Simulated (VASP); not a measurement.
Here is a VASP 6.6.1 calculation.

The input INCAR:

```
SYSTEM = LiSi16
PREC = Accurate
ENCUT = 520
EDIFF = 1E-6
ISMEAR = 0
SIGMA = 0.05
LREAL = Auto
LASPH = .True.
NELM = 80
ALGO = Normal
ISIF = 2
LWAVE = .False.
LCHARG = .False.
GGA = PS
NBANDS = 48
NELECT = 66.0
```

KPOINTS

```
regular mesh
0
Gamma
  2 2 2
  0 0 0
```

File POSCAR:

```
LiSi16
1.0
    0.0000000000      5.4300000000      5.4300000000
    5.4300000000      0.0000000000      5.4300000000
    5.4300000000      5.4300000000      0.0000000000
Si Li
16 1
Direct
   -0.0218721915      0.0072303867      0.0072211786
    0.1221199816      0.1216175875      0.1216069061
    0.0074546041     -0.0150709945      0.5037122468
    0.1221161142      0.1216223757      0.6344527624
    0.0074537753      0.5037228361     -0.0150808471
    0.1221166667      0.6344623389      0.1216120626
    0.0074286372      0.5037203499      0.5037098527
    0.1480657459      0.6172430939      0.6172325967
    0.4956523941      0.0001004604      0.0000873849
    0.6053558011      0.1314913444      0.1314795580
    0.4956513812      0.0001047882      0.5039650092
    0.6300570902      0.1173948435      0.6261784530
    0.4956520258      0.5039770718      0.0000918048
    0.6300564457      0.6261912523      0.1173825967
    0.5176943831      0.4940448435      0.4940317680
    0.6300371087      0.6261962247      0.6261833333
    0.9252672192      0.3581775322      0.3581683241
```

Potentials or basis: VASP PAW PBE potentials, release 64 (Si, Li_sv).

Run with:

```sh
$ cat potpaw_PBE.64/Si/POTCAR potpaw_PBE.64/Li_sv/POTCAR > POTCAR
$ mpirun -np 1 vasp_std > vasp.out
```

**Question.** What does it give for the largest force?

**Answer.** 0.499 eV/Å.

Forces in eV/Å, atoms in the order of the input:
```
Si  -0.049  0.048  0.048
Si   0.017  0.036  0.036
Si  -0.014  0.013  0.045
Si  -0.035 -0.017  0.035
Si  -0.014  0.045  0.013
Si  -0.035  0.035 -0.017
Si  -0.045  0.014  0.014
Si  -0.005  0.005  0.005
Si  -0.016  0.030  0.030
Si  -0.049  0.049  0.049
Si  -0.029  0.017  0.030
Si  -0.013  0.013  0.004
Si  -0.029  0.030  0.017
Si  -0.013  0.004  0.013
Si   0.044 -0.044 -0.044
Si  -0.004  0.013  0.013
Li   0.287 -0.289 -0.289
```

Caveat: the k points lie up to 0.50 Å⁻¹ apart; the cell carries a net charge on a neutralising background, which shifts energy and pressure; the PAW data sets were made with another functional, which shifts forces and pressure a little.
